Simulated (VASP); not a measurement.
Input of a VASP 6.6.1 run:

Contents of INCAR:

```
SYSTEM = Gd
PREC = Accurate
ENCUT = 600
EDIFF = 1E-7
ISMEAR = 0
SIGMA = 0.05
LREAL = .FALSE.
LASPH = .TRUE.
NELM = 200
ALGO = Normal
ISIF = 3
LWAVE = .FALSE.
LCHARG = .FALSE.
ISPIN = 2
MAGMOM = 7
LORBIT = 11
LMAXMIX = 6
GGA = CA
IBRION = 2
NSW = 80
EDIFFG = -0.01
GGA_COMPAT = .FALSE.
NELMIN = 4
```

File KPOINTS:

```
regular mesh
0
G
  8 8 8
  0 0 0
```

The input POSCAR:

```
Gd
1.0
    0.0000000000      2.5500000000      2.5500000000
    2.5500000000      0.0000000000      2.5500000000
    2.5500000000      2.5500000000      0.0000000000
Gd
1
Direct
    0.0000000000      0.0000000000      0.0000000000
```

Potentials or basis: VASP PAW PBE potentials, release 64 (Gd).

The run is started by

```bash
$ cat potpaw_PBE.64/Gd/POTCAR > POTCAR
$ mpirun -np 1 vasp_std > vasp.out
```

Q: Predict the net moment.

A: 7.28 μB per cell.

Q: What does it give for the relaxed volume?

A: 28.61 Å³/atom.

Step by step:
| step | energy change (eV) | largest force (eV/Å) | pressure (GPa) | volume (Å³) |
| --- | --- | --- | --- | --- |
| 1 | 0.0000 | 0.0000 | -4.37 | 33.16 |
| 2 | -0.0689 | 0.0000 | -0.54 | 29.01 |
| 3 | -0.0695 | 0.0000 | 0.05 | 28.61 |

Caveat: the PAW data sets were made with another functional, which shifts forces and pressure a little; semilocal functionals describe open f shells poorly, which spoils levels, moments and volumes. The state reached can hang on the start; a lower one may exist.
